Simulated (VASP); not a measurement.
Write the native input for VASP 6.6.1 that does the following.

```
Task                   : single point
Functional             : PBE
Potentials or basis    : VASP PAW PBE potentials, release 64 (Zn, O, Hg)
Cutoff                 : 520 eV
k mesh                 : 6 × 6 × 4
Occupations            : fermi-dirac, width 0.02 eV
Spin                   : no spin polarisation
Dipole correction      : no
Further INCAR settings : ALGO = Normal; EDIFF = 1e-07; NBANDS = 26
```

The structure of ZnHgO2 lies in POSCAR:

```
ZnHgO2
1.0
    3.3247506653      0.0000000000      0.0000000000
    0.0000000000      3.3247506653      0.0000000000
    0.0000000000      0.0000000000      5.1086326642
Zn O Hg
1 2 1
Direct
    0.0000000000      0.0000000000      0.0000000000
    0.0000000000      0.5000000000      0.2034985326
    0.5000000000      0.0000000000      0.7965014674
    0.5000000000      0.5000000000      0.5000000000
```

This cell differs from its parent crystal: volume changed by -6%.

One way to write it, as run:

INCAR

```
SYSTEM = ZnHgO2
ALGO = Normal
EDIFF = 1E-7
ENCUT = 520
GGA = PE
ISIF = 2
ISMEAR = -1
LASPH = .TRUE.
LCHARG = .TRUE.
LELF = .TRUE.
LREAL = .FALSE.
LVHAR = .TRUE.
LWAVE = .FALSE.
NBANDS = 26
NELM = 80
PREC = Accurate
SIGMA = 0.02
```

KPOINTS

```
k-points
0
G
  6 6 4
  0 0 0
```

Potentials or basis: VASP PAW PBE potentials, release 64 (Zn, O, Hg).

Run with:

```sh
$ cat potpaw_PBE.64/Zn/POTCAR potpaw_PBE.64/O/POTCAR potpaw_PBE.64/Hg/POTCAR > POTCAR
$ mpirun -np 1 vasp_std > vasp.out
```

Results of the run:

| Quantity | Value |
| --- | --- |
| Pressure | 8.5 GPa |
| Largest force | 0.072 eV/Å |
| Band gap on the k mesh | zero (filled and empty bands touch) |

Caveat: spin-orbit coupling is left out, which moves the levels of the heavy elements.

It took 30 s on 1 thread of AMD EPYC 9R45 96-Core Processor (Zen 5) (shared host), peak memory 0.17 GiB.
